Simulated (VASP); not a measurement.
Here is a VASP 6.6.1 calculation.

File INCAR:

```
ALGO = Normal ; EDIFF = 1E-6
ENCUT = 600 ; GGA = PE
GGA_COMPAT = False ; ISIF = 2
ISMEAR = 0 ; IVDW = 12
LASPH = True ; LCHARG = False
LREAL = False ; LWAVE = False
NBANDS = 11 ; NELM = 120
PREC = Accurate ; SIGMA = 0.01
```

The input KPOINTS:

```
k-points
0
Gamma
  12 12 12
```

POSCAR

```
BN
1.0
    1.2299988118      0.7101401451      2.5186847980
   -1.2299988118      0.7101401451      2.5186847980
    0.0000000000     -1.4202802902      2.5186847980
B N
1 1
Direct
    1.0035790210      1.0035790210      1.0035790210
    0.3288539790      0.3288539790      0.3288539790
```

Potentials or basis: VASP PAW PBE potentials, release 64 (B, N).

Command:

```bash
$ cat potpaw_PBE.64/B/POTCAR potpaw_PBE.64/N/POTCAR > POTCAR
$ mpirun -np 1 vasp_std > vasp.out
```

What does it give for the pressure?

29.9 GPa.

Estimate the dispersion energy per atom.

-0.199 eV.

What does it give for the band gap on the k mesh?

3.39 eV, indirect (least direct gap 5.06 eV).

Stress tensor (GPa, compression positive):
```
30.05  0.00  0.00
 0.00 30.05  0.00
 0.00  0.00 29.74
```

A k mesh can miss the band edges.
